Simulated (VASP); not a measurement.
A run of VASP 6.6.1 is set up as follows.

INCAR

```
SYSTEM = InSb
PREC = Accurate
ENCUT = 520
EDIFF = 1E-6
ISMEAR = 0
SIGMA = 0.15
LREAL = .False.
LASPH = .True.
NELM = 100
ALGO = Normal
ISIF = 2
LWAVE = .False.
LCHARG = .False.
GGA = PE
NBANDS = 16
```

The input KPOINTS:

```
regular mesh
0
Gamma
  14 14 14
  0 0 0
```

File POSCAR:

```
InSb
1.0
    0.0000000000      3.7392678073      2.4305240747
    3.7392678073      0.0000000000      2.4305240747
    3.7392678073      3.7392678073      0.0000000000
In Sb
1 1
Direct
    0.0000000000      0.0000000000      0.0000000000
    0.7500000000      0.7500000000      0.7500000000
```

Potentials or basis: VASP PAW PBE potentials, release 64 (In_d, Sb).

Command:

```bash
$ cat potpaw_PBE.64/In_d/POTCAR potpaw_PBE.64/Sb/POTCAR > POTCAR
$ mpirun -np 1 vasp_std > vasp.out
```

Task: What does it give for the band gap on the k mesh?

Result: Zero (bands 9 and 10 overlap by 1.18 eV).

Task: Predict the pressure.

Result: 0.0 GPa.

Stress tensor (GPa, compression positive):
```
-1.02  0.00  0.00
 0.00 -1.02  0.00
 0.00  0.00  2.06
```

Caveat: spin-orbit coupling is left out, which moves the levels of the heavy elements.
